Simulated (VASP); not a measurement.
# Fe3Co2 (P-3m1) in VASP: single point with PBE

Aim: the single point of Fe3Co2 with PBE.

All numbers are computed with VASP 6.6.1; they aren't measurements. Logs are shortened: lines on timing, memory, paths and dates and some standing lists are left out, and cuts for length are marked.

### 1 The cell of the first run

It takes space group P-3m1 (No. 164, trigonal). Conventional cell: a = 2.480 Å, b = 2.480 Å, c = 20.698 Å, α = 90.00°, β = 90.00°, γ = 120.00°. Fe (site symmetry 3m) has 12 Fe at 2.45 to 2.60 Å within 3.2 Å. Fe (site symmetry 3m) has 9 Fe at 2.48 to 2.60 Å and 3 Co at 2.56 Å within 3.3 Å. Within 3.2 Å of Fe (site symmetry 3m) lie 9 Fe at 2.45 to 2.48 Å and 3 Co at 2.49 Å. Within 3.3 Å of Co (site symmetry 3m) lie 9 Co at 2.48 to 2.50 Å and 3 Fe at 2.49 Å. Within 3.3 Å of Co (site symmetry 3m) lie 9 Co at 2.47 to 2.48 Å and 3 Fe at 2.56 Å.

### 2 Single point, PBE, collinear spin, ferrimagnetic start

Input file INCAR:

```
SYSTEM = Fe3Co2
PREC = Accurate
ENCUT = 520
EDIFF = 1E-7
ISMEAR = 0
SIGMA = 0.1
LREAL = .FALSE.
LASPH = .TRUE.
NELM = 150
ALGO = Normal
ISIF = 2
LWAVE = .FALSE.
LCHARG = .TRUE.
ISPIN = 2
MAGMOM = 4 4 -4 -4 4 4 -3 3 3 -3
LORBIT = 11
LMAXMIX = 4
GGA = PE
LELF = .TRUE.
LVHAR = .TRUE.
NBANDS = 57
```

Input file KPOINTS:

```
Automatic mesh
0
G
  6 6 1
  0 0 0
```

Input file POSCAR:

```
Fe3Co2
1.0
    2.4798340674      0.0000000000      0.0000000000
   -1.2399170337      2.1475992995      0.0000000000
    0.0000000000      0.0000000000     20.6984149977
Fe Co
6 4
Direct
    0.3333333333      0.6666666667      0.2438484390
    0.3333333333      0.6666666667      0.6513165580
    0.3333333333      0.6666666667      0.8522225787
    0.6666666667      0.3333333333      0.1477774213
    0.6666666667      0.3333333333      0.3486834420
    0.6666666667      0.3333333333      0.7561515610
    0.3333333333      0.6666666667      0.0493704311
    0.3333333333      0.6666666667      0.4513346611
    0.6666666667      0.3333333333      0.5486653389
    0.6666666667      0.3333333333      0.9506295689
```

Potentials or basis: VASP PAW PBE potentials, release 64 (Fe, Co).

The run is started by

```
> cat potpaw_PBE.64/Fe/POTCAR potpaw_PBE.64/Co/POTCAR > POTCAR
> mpirun -np 1 vasp_std > vasp.out
```

OUTCAR:

```text
SYSTEM = Fe3Co2
   PREC = Accurate
   ENCUT = 520
   EDIFF = 1E-7
   ISMEAR = 0
   LREAL = .FALSE.
   LASPH = .TRUE.
   NELM = 150
   ISIF = 2
   ISPIN = 2
   LORBIT = 11
   GGA = PE

 ion  position               nearest neighbor table
   1  0.333  0.667  0.244-   4 2.45   4 2.45   4 2.45   5 2.60   5 2.60   5 2.60
   2  0.333  0.667  0.651-   9 2.56   9 2.56   9 2.56   6 2.60   6 2.60   6 2.60
   3  0.333  0.667  0.852-   6 2.45   6 2.45   6 2.45  10 2.49  10 2.49  10 2.49
   4  0.667  0.333  0.148-   1 2.45   1 2.45   1 2.45   7 2.49   7 2.49   7 2.49
   5  0.667  0.333  0.349-   8 2.56   8 2.56   8 2.56   1 2.60   1 2.60   1 2.60
   6  0.667  0.333  0.756-   3 2.45   3 2.45   3 2.45   2 2.60   2 2.60   2 2.60
   7  0.333  0.667  0.049-   4 2.49   4 2.49   4 2.49  10 2.50  10 2.50  10 2.50
   8  0.333  0.667  0.451-   9 2.47   9 2.47   9 2.47   5 2.56   5 2.56   5 2.56
   9  0.667  0.333  0.549-   8 2.47   8 2.47   8 2.47   2 2.56   2 2.56   2 2.56
  10  0.667  0.333  0.951-   3 2.49   3 2.49   3 2.49   7 2.50   7 2.50   7 2.50

  LATTYP: Found a hexagonal cell.
 ALAT       =     2.4798340674
 C/A-ratio  =     8.3466935428

  Lattice vectors:

 A1 = (   2.4798340674,   0.0000000000,   0.0000000000)
 A2 = (  -1.2399170337,   2.1475992995,   0.0000000000)
 A3 = (   0.0000000000,   0.0000000000,  20.6984149977)

Analysis of symmetry for initial positions (statically):
=====================================================================
 Subroutine PRICEL returns:
 Original cell was already a primitive cell.

 Routine SETGRP: Setting up the symmetry group for a
 hexagonal supercell.

 Subroutine GETGRP returns: Found 12 space group operations
 (whereof 12 operations were pure point group operations)
 out of a pool of 24 trial point group operations.

The static configuration has the point symmetry D_3d.

Analysis of symmetry for dynamics (positions and initial velocities):
=====================================================================
 Subroutine PRICEL returns:
 Original cell was already a primitive cell.

 Routine SETGRP: Setting up the symmetry group for a
 hexagonal supercell.

 Subroutine GETGRP returns: Found 12 space group operations
 (whereof 12 operations were pure point group operations)
 out of a pool of 24 trial point group operations.

The dynamic configuration has the point symmetry D_3d.

Analysis of structural, dynamic, and magnetic symmetry:
=====================================================================
 Subroutine PRICEL returns:
 Original cell was already a primitive cell.

 Routine SETGRP: Setting up the symmetry group for a
 hexagonal supercell.

 Subroutine GETGRP returns: Found 12 space group operations
 (whereof 12 operations were pure point group operations)
 out of a pool of 24 trial point group operations.

The overall configuration has the point symmetry D_3d.

 Subroutine INISYM returns: Found 12 space group operations
 (whereof 12 operations are pure point group operations),
 and found     1 'primitive' translations

----------------------------------------------------------------------------------------

                                     Primitive cell

  volume of cell :     110.2333

  direct lattice vectors                    reciprocal lattice vectors
     2.479834067  0.000000000  0.000000000     0.403252787  0.232818105  0.000000000
    -1.239917034  2.147599299  0.000000000     0.000000000  0.465636211  0.000000000
     0.000000000  0.000000000 20.698414998     0.000000000  0.000000000  0.048312878

  length of vectors
     2.479834067  2.479834067 20.698414998     0.465636211  0.465636211  0.048312878

  position of ions in fractional coordinates (direct lattice)
     0.333333333  0.666666667  0.243848439
     0.333333333  0.666666667  0.651316558
     0.333333333  0.666666667  0.852222579
     0.666666667  0.333333333  0.147777421
     0.666666667  0.333333333  0.348683442
     0.666666667  0.333333333  0.756151561
     0.333333333  0.666666667  0.049370431
     0.333333333  0.666666667  0.451334661
     0.666666667  0.333333333  0.548665339
     0.666666667  0.333333333  0.950629569

  ion indices of the primitive-cell ions
   primitive index   ion index
[... 56 lines left out ...]
   ISTART =      0    job   : 0-new  1-cont  2-samecut
   ICHARG =      2    charge: 1-file 2-atom 10-const
   ISPIN  =      2    spin polarized calculation?
   LNONCOLLINEAR =      F non collinear calculations
   LSORBIT =      F    spin-orbit coupling
   LASPH  =      T    aspherical Exc in radial PAW
   ENCUT  =  520.0 eV  38.22 Ry    6.18 a.u.   4.61  4.61 38.49*2*pi/ulx,y,z
   NELM   =    150;   NELMIN=  2; NELMDL= -5     # of ELM steps
   EDIFF  = 0.1E-06   stopping-criterion for ELM
   LREAL  =      F    real-space projection
   EDIFFG = 0.1E-05   stopping-criterion for IOM
   NSW    =      0    number of steps for IOM
   IBRION =     -1    ionic relax: 0-MD 1-quasi-New 2-CG
   NFREE  =      0    steps in history (QN), initial steepest desc. (CG)
   ISIF   =      2    stress and relaxation
   ISYM   =      2    0-nonsym 1-usesym 2-fastsym
   POTIM  = 0.5000    time-step for ionic-motion
   TEBEG  =    0.0;   TEEND  =   0.0 temperature during run
   PSTRESS=    0.0 pullay stress
   NELECT =      84.0000    total number of electrons
   NUPDOWN=      -1.0000    fix difference up-down
   EMIN   =  10.00;   EMAX   =-10.00  energy-range for DOS
   EFERMI =   0.00;   METHOD = LEGACY
   ISMEAR =     0;   SIGMA  =   0.10  broadening in eV -4-tet -1-fermi 0-gaus
   EFERMI_NEDOS =   21; number of points for ismear=-14 and -15
   IALGO  =     38    algorithm
   IMIX   =      4    mixing-type and parameters
     AMIX     =   0.40;   BMIX     =  1.00
     AMIX_MAG =   1.60;   BMIX_MAG =  1.00
  volume/ion in A,a.u.               =      11.02        74.39
  Fermi-wavevector in a.u.,A,eV,Ry     =   1.495307  2.825720 30.421838  2.235942
  Thomas-Fermi vector in A             =   2.607468
   LORBIT       =     11    0 simple, 1 ext, 2 COOP (PROOUT), +10 PAW based schemes
   GGA     = PE    functional components
   LHFCALC =     F    Hartree Fock is set to
   AEXX    =    0.0000 exact exchange contribution
   IVDW    =     0    specifies the selected vdW correction
   LEPSILON=     F    determine dielectric tensor
   LRPA    =     F    only Hartree local field effects (RPA)
 spin polarized calculation
 Gauss-broadening in eV      SIGMA  =   0.10
  energy-cutoff  :      520.00
  volume of cell :      110.23
 maximum number of plane-waves:      3004
   NGX =  9   NGY =  9   NGZ = 77

 number of electron      83.9999983 magnetization       5.2664237

 Free energy of the ion-electron system (eV)
  ---------------------------------------------------
  ext. energy  EPLUGINS =         0.00000000
  ---------------------------------------------------
  free energy    TOTEN  =       -76.87773105 eV

  energy without entropy =      -76.82523423  energy(sigma->0) =      -76.85148264

 E-fermi :   7.7471     XC(G=0): -13.2991

 val. band max:        7.7448837789   @ k =   0.1667  -0.0000   0.0000
 cond. band min:       7.7551097782   @ k =   0.1667   0.1667   0.0000
 fundamental gap:      0.0102259993
 Fermi energy:         7.7471499523

 spin component 1

 k-point     1 :       0.0000    0.0000    0.0000
  band No.  band energies     occupation
      1      -0.9845      1.00000
      2      -0.6507      1.00000
      3      -0.5459      1.00000
      4       0.4180      1.00000
      5       0.5441      1.00000
      6       1.8556      1.00000
[... 388 lines left out ...]
     53      13.4007      0.00000
     54      13.5846      0.00000
 Fermi energy:         7.7471499523

 spin component 2

 k-point     1 :       0.0000    0.0000    0.0000
  band No.  band energies     occupation
      1      -0.9598      1.00000
      2      -0.6223      1.00000
      3      -0.4832      1.00000
      4       0.5044      1.00000
      5       0.6013      1.00000
      6       1.9641      1.00000
[... 388 lines left out ...]
     53      13.4941      0.00000
     54      13.7974      0.00000
 [bands above 54 left out]

------------------------ aborting loop because EDIFF is reached ----------------------------------------

  FORCE on cell =-STRESS in cart. coord.  units (eV):
  Direction    XX          YY          ZZ          XY          YZ          ZX
  --------------------------------------------------------------------------------------
  -------------------------------------------------------------------------------------
  Total        0.0890058      0.0890058     -0.1175000      0.0000000      0.0000000      0.0000000
  in kB        1.2936468      1.2936468     -1.7077941      0.0000000      0.0000000      0.0000000
  external PRESSURE =       0.2931665 kB  Pullay stress =       0.0000000 kB

 VOLUME and BASIS-vectors are now :
 -----------------------------------------------------------------------------
  energy-cutoff  :      520.00
  volume of cell :      110.23
      direct lattice vectors                 reciprocal lattice vectors
     2.479834067  0.000000000  0.000000000     0.403252787  0.232818105  0.000000000
    -1.239917034  2.147599299  0.000000000     0.000000000  0.465636211  0.000000000
     0.000000000  0.000000000 20.698414998     0.000000000  0.000000000  0.048312878

 POSITION                                       TOTAL-FORCE (eV/Angst)
 -----------------------------------------------------------------------------------
     -0.00000      1.43173      5.04728         0.000000     -0.000000      0.029927
     -0.00000      1.43173     13.48122         0.000000     -0.000000      0.009108
     -0.00000      1.43173     17.63966         0.000000      0.000000      0.056414
      1.23992      0.71587      3.05876        -0.000000     -0.000000     -0.056414
      1.23992      0.71587      7.21719        -0.000000      0.000000     -0.009108
      1.23992      0.71587     15.65114        -0.000000      0.000000     -0.029927
     -0.00000      1.43173      1.02189         0.000000     -0.000000      0.026376
     -0.00000      1.43173      9.34191         0.000000     -0.000000      0.031422
      1.23992      0.71587     11.35650        -0.000000      0.000000     -0.031422
      1.23992      0.71587     19.67653        -0.000000     -0.000000     -0.026376
 -----------------------------------------------------------------------------------
    total drift:                                0.000000     -0.000000     -0.000000

  FREE ENERGIE OF THE ION-ELECTRON SYSTEM (eV)
  ---------------------------------------------------
  free  energy   TOTEN  =       -76.8777310461 eV

  energy  without entropy=      -76.8252342292  energy(sigma->0) =      -76.85148264

 total charge

# of ion       s       p       d       tot
------------------------------------------
    1        0.509   0.561   6.260   7.330
    2        0.490   0.525   6.230   7.245
    3        0.514   0.577   6.282   7.373
    4        0.514   0.577   6.282   7.373
    5        0.490   0.525   6.230   7.245
    6        0.509   0.561   6.260   7.330
    7        0.493   0.527   7.271   8.290
    8        0.487   0.518   7.259   8.264
    9        0.487   0.518   7.259   8.264
   10        0.493   0.527   7.271   8.290
--------------------------------------------------
tot          4.985   5.415  66.603  77.003

 magnetization (x)

# of ion       s       p       d       tot
------------------------------------------
    1        0.001  -0.017   1.771   1.755
    2       -0.008  -0.042   2.400   2.350
    3       -0.002   0.012  -1.624  -1.614
    4       -0.002   0.012  -1.624  -1.614
    5       -0.008  -0.042   2.400   2.350
    6        0.001  -0.017   1.771   1.755
    7        0.013   0.051  -1.580  -1.516
    8       -0.018  -0.054   1.724   1.652
    9       -0.018  -0.054   1.724   1.652
   10        0.013   0.051  -1.580  -1.516
--------------------------------------------------
tot         -0.030  -0.099   5.383   5.254
```

Wall time 2.8 min (1 thread of Intel Xeon 6975P-C (Granite Rapids), shared host); peak memory 0.28 GiB.

What came out:

- Free energy: -76.8777 eV
- Pressure: 0.0 GPa
- Largest force: 0.056 eV/Å
- Net moment: 5.27 μB per cell
- Site moments: Fe +1.75, +2.35, -1.61 (each value once); Co -1.52, +1.65 (each value once) μB
- Valence electrons inside the program's atomic spheres: Fe 7.33, 7.25, 7.37 (each value once); Co 8.29, 8.26 (each value once)

Forces in eV/Å, atoms in the order of the input:
```
Fe   0.000  0.000  0.030
Fe   0.000  0.000  0.009
Fe   0.000  0.000  0.056
Fe   0.000  0.000 -0.056
Fe   0.000  0.000 -0.009
Fe   0.000  0.000 -0.030
Co   0.000  0.000  0.026
Co   0.000  0.000  0.031
Co   0.000  0.000 -0.031
Co   0.000  0.000 -0.026
```

Caveat: the k points lie up to 0.49 Å⁻¹ apart.
